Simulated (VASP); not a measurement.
Runs of VASP 6.6.1 on ZrN. The structure is that of space group Fm-3m (No. 225), or close to it. The cells are those of the table. 

| cell | gap on the mesh (eV) | pressure (GPa) |
| --- | --- | --- |
| a = 3.198 Å, angles 60.0°, 2 atoms | none | 13.5 |
| a = 3.263 Å, angles 60.0°, 2 atoms | none | -3.1 |
| a = 3.231 Å, angles 60.0°, 2 atoms | none | 4.5 |
| a = 3.327 Å, angles 60.0°, 2 atoms | none | (a) |
| a = 3.295 Å, angles 60.0°, 2 atoms | none | (b) |

Alike in all rows: task single point; level PBE; potentials or basis VASP PAW PBE potentials, release 64 (Zr_sv, N); no spin polarisation; k mesh 11 × 11 × 11; cutoff (eV) 600; smearing methfessel-paxton 0.15 eV.

Task: Estimate the missing entries.

Result: (a) -15.1; (b) -9.6.

Caveats: the cell stands under tension (at least some runs); the cell stands under pressure (at least some runs).

A k mesh can miss the band edges, and the runs leave out spin-orbit coupling on Zr.

A gap of «none» marks levels without a gap at the run's occupations.
